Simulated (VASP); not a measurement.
Runs of VASP 6.6.1 on WC (zincblende type). The structure is that of space group F-43m (No. 216), or close to it. The cells are those of the table. 

| task | cell | cutoff (eV) | gap on the mesh (eV) | pressure (GPa) |
| --- | --- | --- | --- | --- |
| relaxation of cell and atoms | relaxed to 150 GPa from a = 2.959 Å, angles 60.0°, 2 atoms | 600 | none | 150.1 |
| single point | a = 2.999 Å, angles 60.0°, 2 atoms | 520 | none | 152.5 |
| relaxation of cell and atoms | relaxed to 150 GPa from a = 2.999 Å, angles 60.0°, 2 atoms | 600 | none | 149.9 |
| single point | a = 2.998 Å, angles 60.0°, 2 atoms | 520 | none | (a) |

Alike in all rows: level PBE; potentials or basis VASP PAW PBE potentials, release 64 (W_sv, C); no spin polarisation; k mesh 15 × 15 × 15; smearing fermi-dirac 0.08 eV.

Q: Estimate the missing entries.

A: (a) 153.3.

Caveats: spin-orbit coupling is left out, which moves the levels of the heavy elements; the cell is relaxed towards a set pressure, so the run minimises the enthalpy, not the energy (at least some runs); the cell stands under pressure (at least some runs).

A k mesh can miss the band edges, and the runs leave out spin-orbit coupling on W.

A gap of «none» marks levels without a gap at the run's occupations.
